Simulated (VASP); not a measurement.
Input of a VASP 6.6.1 run:

INCAR

```
SYSTEM = NaTa6
ALGO = Normal
DIPOL = 0.5 0.5 0.353
EDIFF = 1E-7
ENCUT = 520
GGA = PS
IDIPOL = 3
ISIF = 2
ISMEAR = 0
LASPH = .TRUE.
LCHARG = .TRUE.
LDIPOL = .TRUE.
LELF = .TRUE.
LREAL = .FALSE.
LVACPOTAV = .TRUE.
LVHAR = .TRUE.
LWAVE = .FALSE.
NBANDS = 46
NELM = 100
PREC = Accurate
SIGMA = 0.1
```

Contents of KPOINTS:

```
k-points
0
G
  6 6 1
  0 0 0
```

Contents of POSCAR:

```
NaTa6
1.0
    4.6393552080      0.0000000000      0.0000000000
   -2.3196776040      4.0177994673      0.0000000000
    0.0000000000      0.0000000000     19.9442140487
Ta Na
6 1
Direct
    0.6666666667      0.3333333333      0.2005594199
    0.3333333333      0.6666666667      0.2480420840
    0.0000000000      0.0000000000      0.2955247481
    0.6666666667      0.3333333333      0.3400438158
    0.3333333333      0.6666666667      0.3814862476
    0.0000000000      0.0000000000      0.4233916678
    0.0000000000      0.0000000000      0.5830456804
```

Potentials or basis: VASP PAW PBE potentials, release 64 (Ta_pv, Na_pv).

Command:

```bash
$ cat potpaw_PBE.64/Ta_pv/POTCAR potpaw_PBE.64/Na_pv/POTCAR > POTCAR
$ mpirun -np 1 vasp_std > vasp.out
```

Predict the band gap on the k mesh.

zero (an odd number of electrons rules out a gap without spin polarisation).

What does it give for the largest force?

1.814 eV/Å.

Forces in eV/Å, atoms in the order of the input:
```
Ta   0.000  0.000  1.814
Ta   0.000  0.000 -0.057
Ta   0.000  0.000 -1.806
Ta   0.000  0.000  0.089
Ta   0.000  0.000  0.157
Ta   0.000  0.000 -0.188
Na   0.000  0.000 -0.009
```

Caveat: the PAW data sets were made with another functional, which shifts forces and pressure a little; spin-orbit coupling is left out, which moves the levels of the heavy elements.
